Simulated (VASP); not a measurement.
# C (Fd-3m) in VASP: G0W0 quasiparticle levels with PBE

Aim: the G0W0 quasiparticle levels of C with PBE.

Everything below comes from runs of VASP 6.6.1. Logs are shortened: lines on timing, memory, paths and dates and some standing lists are left out, and cuts for length are marked.

**1. The cell of the first run**

The structure is cubic, space group Fd-3m (No. 227). The conventional cell has a = 3.560 Å, b = 3.560 Å, c = 3.560 Å, α = 90.00°, β = 90.00°, γ = 90.00°. C (site symmetry -43m) has 4 C at 1.54 Å within 2.1 Å.

**2. G0W0 quasiparticle levels, PBE**

File POSCAR:

```
C
1.0
    0.0000000000      1.7801241434      1.7801241434
    1.7801241434      0.0000000000      1.7801241434
    1.7801241434      1.7801241434      0.0000000000
C
2
Direct
    0.0000000000      0.0000000000      0.0000000000
    0.2500000000      0.2500000000      0.2500000000
```

File INCAR.step1:

```
SYSTEM = C
PREC = Accurate
ENCUT = 500
EDIFF = 1E-8
ISMEAR = 0
SIGMA = 0.01
LREAL = .False.
LASPH = .True.
NELM = 80
ALGO = Normal
LWAVE = .True.
LCHARG = .False.
GGA = PE
```

File INCAR.step2:

```
SYSTEM = C
PREC = Accurate
ENCUT = 500
EDIFF = 1E-8
ISMEAR = 0
SIGMA = 0.01
LREAL = .False.
LASPH = .True.
NELM = 1
ALGO = Exact
LWAVE = .True.
LCHARG = .False.
GGA = PE
NBANDS = 81
LOPTICS = .True.
ISTART = 1
```

File INCAR.step3:

```
SYSTEM = C
PREC = Accurate
ENCUT = 500
EDIFF = 1E-8
ISMEAR = 0
SIGMA = 0.01
LREAL = .False.
LASPH = .True.
ALGO = EVGW0
LWAVE = .False.
LCHARG = .False.
GGA = PE
NELMGW = 1
NBANDS = 81
ENCUTGW = 200
NOMEGA = 96
PRECFOCK = Fast
ISTART = 1
NBANDSGW = 12
OMEGAMAX = 20
```

File KPOINTS:

```
regular mesh
0
Gamma
  6 6 6
  0 0 0
```

Potentials or basis: VASP PAW PBE potentials, release 64 (C_GW).

The run is started by

```
cat potpaw_PBE.64/C_GW/POTCAR > POTCAR
cp INCAR.step1 INCAR
mpirun -np 1 vasp_std > vasp.out
cp INCAR.step2 INCAR
mpirun -np 1 vasp_std > vasp.out
cp INCAR.step3 INCAR
mpirun -np 1 vasp_std > vasp.out
```

OUTCAR:

```text
SYSTEM = C
   PREC = Accurate
   ENCUT = 500
   EDIFF = 1E-8
   ISMEAR = 0
   LREAL = .False.
   LASPH = .True.
   GGA = PE
   NELMGW = 1
   ENCUTGW = 200
   PRECFOCK = Fast
   ISTART = 1

 ion  position               nearest neighbor table
   1  0.000  0.000  0.000-   2 1.54   2 1.54   2 1.54   2 1.54
   2  0.250  0.250  0.250-   1 1.54   1 1.54   1 1.54   1 1.54

  LATTYP: Found a face centered cubic cell.
 ALAT       =     3.5602482868

  Lattice vectors:

 A1 = (   0.0000000000,   1.7801241434,   1.7801241434)
 A2 = (   1.7801241434,   0.0000000000,   1.7801241434)
 A3 = (   1.7801241434,   1.7801241434,   0.0000000000)

Analysis of symmetry for initial positions (statically):
=====================================================================
 Subroutine PRICEL returns:
 Original cell was already a primitive cell.

 Routine SETGRP: Setting up the symmetry group for a
 face centered cubic supercell.

 Subroutine GETGRP returns: Found 48 space group operations
 (whereof 24 operations were pure point group operations)
 out of a pool of 48 trial point group operations.

The static configuration has the point symmetry T_d .
 The point group associated with its full space group is O_h .

Analysis of symmetry for dynamics (positions and initial velocities):
=====================================================================
 Subroutine PRICEL returns:
 Original cell was already a primitive cell.

 Routine SETGRP: Setting up the symmetry group for a
 face centered cubic supercell.

 Subroutine GETGRP returns: Found 48 space group operations
 (whereof 24 operations were pure point group operations)
 out of a pool of 48 trial point group operations.

The dynamic configuration has the point symmetry T_d .
 The point group associated with its full space group is O_h .

 Subroutine INISYM returns: Found 48 space group operations
 (whereof 24 operations are pure point group operations),
 and found     1 'primitive' translations

----------------------------------------------------------------------------------------

                                     Primitive cell

  volume of cell :      11.2819

  direct lattice vectors                    reciprocal lattice vectors
     0.000000000  1.780124143  1.780124143    -0.280879287  0.280879287  0.280879287
     1.780124143  0.000000000  1.780124143     0.280879287 -0.280879287  0.280879287
     1.780124143  1.780124143  0.000000000     0.280879287  0.280879287 -0.280879287

  length of vectors
     2.517475706  2.517475706  2.517475706     0.486497196  0.486497196  0.486497196

  position of ions in fractional coordinates (direct lattice)
     0.000000000  0.000000000  0.000000000
     0.250000000  0.250000000  0.250000000

  ion indices of the primitive-cell ions
   primitive index   ion index
                 1           1
                 2           2

----------------------------------------------------------------------------------------

 KPOINTS: regular mesh

Automatic generation of k-mesh.
 Grid dimensions read from file:
 generate k-points for:    6    6    6

 Generating k-lattice:

  Cartesian coordinates                     Fractional coordinates (reciprocal lattice)
    -0.046813214  0.046813214  0.046813214     0.166666667  0.000000000  0.000000000
     0.046813214 -0.046813214  0.046813214     0.000000000  0.166666667  0.000000000
     0.046813214  0.046813214 -0.046813214     0.000000000  0.000000000  0.166666667

  Length of vectors
     0.081082866  0.081082866  0.081082866

  Shift w.r.t. Gamma in fractional coordinates (k-lattice)
     0.000000000  0.000000000  0.000000000

 Subroutine IBZKPT returns following result:
 ===========================================

 Found     16 irreducible k-points:

 Following reciprocal coordinates:
            Coordinates               Weight
  0.000000  0.000000  0.000000      1.000000
  0.166667  0.000000  0.000000      8.000000
  0.333333  0.000000  0.000000      8.000000
  0.500000  0.000000  0.000000      4.000000
  0.166667  0.166667  0.000000      6.000000
  0.333333  0.166667  0.000000     24.000000
[... 8 lines left out ...]
 -0.333333  0.333333  0.166667     24.000000
 -0.333333  0.500000  0.166667     12.000000
   k-points           NKPTS =     16   k-points in BZ     NKDIM =    216   number of bands    NBANDS=     81
   number of dos      NEDOS =    301   number of ions     NIONS =      2
   total plane-waves  NPLWV =   5832
   dimension x,y,z NGX =    18 NGY =   18 NGZ =   18
   dimension x,y,z NGXF=    36 NGYF=   36 NGZF=   36
   ions per type =               2
   NGX,Y,Z   is equivalent  to a cutoff of  11.89, 11.89, 11.89 a.u.
   NGXF,Y,Z  is equivalent  to a cutoff of  23.77, 23.77, 23.77 a.u.
 SYSTEM =  C
   PREC   = accura    normal or accurate (medium, high low for compatibility)
   ISTART =      1    job   : 0-new  1-cont  2-samecut
   ICHARG =      0    charge: 1-file 2-atom 10-const
   ISPIN  =      1    spin polarized calculation?
   LNONCOLLINEAR =      F non collinear calculations
   LSORBIT =      F    spin-orbit coupling
   LASPH  =      T    aspherical Exc in radial PAW
   ENCUT  =  500.0 eV  36.75 Ry    6.06 a.u.   4.59  4.59  4.59*2*pi/ulx,y,z
   NELM   =     60;   NELMIN=  2; NELMDL=  0     # of ELM steps
   EDIFF  = 0.1E-07   stopping-criterion for ELM
   LREAL  =      F    real-space projection
   EDIFFG = 0.1E-06   stopping-criterion for IOM
   NSW    =      0    number of steps for IOM
   IBRION =     -1    ionic relax: 0-MD 1-quasi-New 2-CG
   NFREE  =      0    steps in history (QN), initial steepest desc. (CG)
   ISIF   =      0    stress and relaxation
   ISYM   =      3    0-nonsym 1-usesym 2-fastsym
   POTIM  = 0.5000    time-step for ionic-motion
   TEBEG  =    0.0;   TEEND  =   0.0 temperature during run
   PSTRESS=    0.0 pullay stress
   NELECT =       8.0000    total number of electrons
   NUPDOWN=      -1.0000    fix difference up-down
   EMIN   =  10.00;   EMAX   =-10.00  energy-range for DOS
   EFERMI =   0.00;   METHOD = LEGACY
   ISMEAR =     0;   SIGMA  =   0.01  broadening in eV -4-tet -1-fermi 0-gaus
   EFERMI_NEDOS =   21; number of points for ismear=-14 and -15
   IALGO  =     38    algorithm
   IMIX   =      4    mixing-type and parameters
     AMIX     =   0.40;   BMIX     =  1.00
     AMIX_MAG =   1.60;   BMIX_MAG =  1.00
  volume/ion in A,a.u.               =       5.64        38.07
  Fermi-wavevector in a.u.,A,eV,Ry     =   1.459860  2.758735 28.996616  2.131191
  Thomas-Fermi vector in A             =   2.576377
   LORBIT       =      0    0 simple, 1 ext, 2 COOP (PROOUT), +10 PAW based schemes
   GGA     = PE    functional components
   LHFCALC =     T    Hartree Fock is set to
   PRECFOCK=fast      Normal, Fast or Accurate (Low or Medium for compatibility)
   ENCUT4O =  -1.0   cutoff for four orbital integrals eV
   NKREDX  =     1    reduce k-point grid by
   NKREDY  =     1    reduce k-point grid by
   NKREDZ  =     1    reduce k-point grid by
   AEXX    =    1.0000 exact exchange contribution
   HFSCREEN=    0.0000 screening length (either q_TF or 0.3 A-1)
   HFSCREENC=   0.0000 screening length for correlation (either q_TF or 0.3 A-1)
   ENCUTFOCK=  -1.0 apply spherical cutoff to Coloumb kernel
   IVDW    =     0    specifies the selected vdW correction
   LEPSILON=     F    determine dielectric tensor
   LRPA    =     F    only Hartree local field effects (RPA)
   LRPAFORCE           =     F    calculate RPA forces
   ENCUTGW             = 200.0    cutoff for response function in eV
   ENCUTGWSOFT         = 160.0    soft cutoff for Coulomb kernel in GW response function in eV
   ENCUTLF             =  -1.0    cutoff for local field effects
   NELMGW              =     1    number of iterations in solving QP/BSE equation
   NELMHF              =     1    number of iterations in the inner HF iteration
   NKREDLFX            =     1    NKREDLFY  =   1   NKREDLFZ  =   1
 non-spin polarized calculation
 Gauss-broadening in eV      SIGMA  =   0.01
  energy-cutoff  :      500.00
  volume of cell :       11.28
 maximum number of plane-waves:       302
  NGX = 12; NGY = 12; NGZ = 12
   NGX =  9   NGY =  9   NGZ =  9
 maximum number of plane-waves:        76

 QP shifts <psi_nk| G(iteration)W_0 |psi_nk>: iteration 1
 for sc-GW calculations column KS-energies equals QP-energies in previous step
 and V_xc(KS)=  KS-energies - (<T + V_ion + V_H > + <T+V_H+V_ion>^1  + <V_x>^1)

 k-point   1 :       0.0000    0.0000    0.0000
  band No.  KS-energies  QP-energies   sigma(KS)   V_xc(KS)     V^pw_x(r,r')   Z            occupation Imag(sigma)

      1     -11.7046     -13.4023     -16.9718     -14.7920     -25.4559       0.7788       2.0000       1.2768
      2       9.8438       9.1091     -17.7010     -16.8145     -19.2155       0.8287       2.0000       0.0231
      3       9.8438       9.1091     -17.7010     -16.8145     -19.2155       0.8287       2.0000       0.0231
      4       9.8438       9.1091     -17.7010     -16.8145     -19.2155       0.8287       2.0000       0.0231
      5      15.4505      16.4658     -14.3041     -15.5365      -9.3291       0.8238       0.0000      -0.0363
      6      15.4505      16.4658     -14.3041     -15.5365      -9.3291       0.8238       0.0000      -0.0363
      7      15.4505      16.4658     -14.3041     -15.5365      -9.3291       0.8238       0.0000      -0.0363
      8      23.2911      24.1520     -15.2589     -16.3841      -7.7685       0.7652       0.0000      -0.0971
      9      29.2089      29.4412     -11.6052     -11.8925      -4.3427       0.8086       0.0000      -0.2744
     10      36.4414      37.3202     -12.8392     -13.9081      -5.9182       0.8222       0.0000      -0.4764
     11      36.4414      37.3202     -12.8392     -13.9081      -5.9182       0.8222       0.0000      -0.4764
     12      37.4454      37.8163     -11.0840     -11.5373      -3.2737       0.8182       0.0000      -0.8605

 k-point   2 :       0.1667    0.0000    0.0000
  band No.  KS-energies  QP-energies   sigma(KS)   V_xc(KS)     V^pw_x(r,r')   Z            occupation Imag(sigma)

      1     -10.9354     -12.5321     -16.9831     -14.8460     -25.2626       0.7471       2.0000       1.1643
      2       6.0702       5.0617     -17.3017     -16.0589     -19.8046       0.8114       2.0000       0.0310
      3       8.8141       8.0284     -17.5381     -16.5865     -19.2997       0.8258       2.0000       0.0245
      4       8.8141       8.0284     -17.5381     -16.5865     -19.2997       0.8258       2.0000       0.0245
      5      16.8001      17.8830     -14.4291     -15.7478      -9.0974       0.8212       0.0000      -0.0410
      6      16.8001      17.8830     -14.4291     -15.7478      -9.0974       0.8212       0.0000      -0.0410
      7      17.2735      18.2281     -14.5904     -15.7560      -9.2050       0.8190       0.0000      -0.0430
      8      23.9174      24.8674     -14.9192     -16.1591      -7.3154       0.7662       0.0000      -0.1131
      9      30.2023      30.5833     -11.8875     -12.3664      -4.3228       0.7954       0.0000      -0.3179
     10      32.7047      33.3286     -11.9306     -12.6809      -5.1245       0.8315       0.0000      -0.4015
     11      32.7047      33.3286     -11.9306     -12.6809      -5.1245       0.8315       0.0000      -0.4015
     12      35.7687      36.0893     -11.3311     -11.7241      -3.4788       0.8159       0.0000      -0.7169
[... 196 lines left out ...]
      1      -4.1183      -5.5445     -17.7175     -15.7878     -24.0787       0.7391       2.0000       0.3449
      2      -1.9191      -3.2597     -16.9343     -15.1483     -22.1484       0.7506       2.0000       0.1563
      3       1.9868       0.7230     -17.1210     -15.5157     -20.9456       0.7873       2.0000       0.0580
      4       3.8829       2.7572     -16.9056     -15.5065     -20.0087       0.8046       2.0000       0.0391
      5      18.6585      19.5007     -13.1525     -14.1743      -7.4427       0.8242       0.0000      -0.0480
      6      19.9283      20.9247     -14.0885     -15.3233      -7.8532       0.8070       0.0000      -0.0571
      7      23.6651      24.8710     -14.6500     -16.2171      -7.1322       0.7695       0.0000      -0.1078
      8      23.9098      25.0933     -14.4139     -15.9506      -6.8763       0.7702       0.0000      -0.1162
      9      28.0525      28.8594     -12.9438     -13.9450      -5.9150       0.8059       0.0000      -0.2055
     10      33.3375      34.3966     -14.1752     -15.5434      -5.2234       0.7740       0.0000      -0.6091
     11      37.2403      38.0274     -12.6388     -13.6156      -4.5610       0.8058       0.0000      -0.7384
     12      41.0283      41.5323     -11.7820     -12.4008      -3.7394       0.8145       0.0000      -0.9533

 k-point  16 :      -0.3333    0.5000    0.1667
  band No.  KS-energies  QP-energies   sigma(KS)   V_xc(KS)     V^pw_x(r,r')   Z            occupation Imag(sigma)

      1      -2.4120      -3.8304     -17.6909     -15.8009     -23.3944       0.7505       2.0000       0.2120
      2      -2.4120      -3.8304     -17.6909     -15.8009     -23.3944       0.7505       2.0000       0.2120
      3       1.9896       0.7756     -16.6591     -15.1269     -20.2840       0.7924       2.0000       0.0524
      4       1.9896       0.7756     -16.6591     -15.1269     -20.2840       0.7924       2.0000       0.0524
      5      18.0912      18.8631     -13.3135     -14.2519      -7.6327       0.8226       0.0000      -0.0480
      6      18.0912      18.8631     -13.3135     -14.2519      -7.6327       0.8226       0.0000      -0.0480
      7      24.4266      25.6699     -14.6337     -16.2511      -6.9648       0.7687       0.0000      -0.1254
      8      24.4266      25.6699     -14.6337     -16.2511      -6.9648       0.7687       0.0000      -0.1254
      9      31.6282      32.6578     -13.9692     -15.2864      -5.4953       0.7817       0.0000      -0.4660
     10      31.6282      32.6578     -13.9692     -15.2864      -5.4953       0.7817       0.0000      -0.4660
     11      40.6171      41.3404     -12.5025     -13.4156      -4.2605       0.7921       0.0000      -0.9146
     12      40.6171      41.3404     -12.5025     -13.4156      -4.2605       0.7921       0.0000      -0.9146
```

It took 85 s on 1 thread of Intel Xeon Platinum 8259CL at 2.50GHz (Skylake/Cascade Lake), shared host; peak memory 0.27 GiB.

Results:

```yaml
Quasiparticle_gap: 5.51 eV
Least_direct_quasiparticle_gap: 7.36 eV
Band_gap_of_the_starting_levels_on_the_mesh: 4.17 eV
Least_direct_gap_of_the_starting_levels_on_the_mesh: 5.61 eV
```

Caveat: the k points lie up to 0.51 Å⁻¹ apart; bands, screening cutoff and mesh are small and nothing is extrapolated, so the quasiparticle values aren't converged.
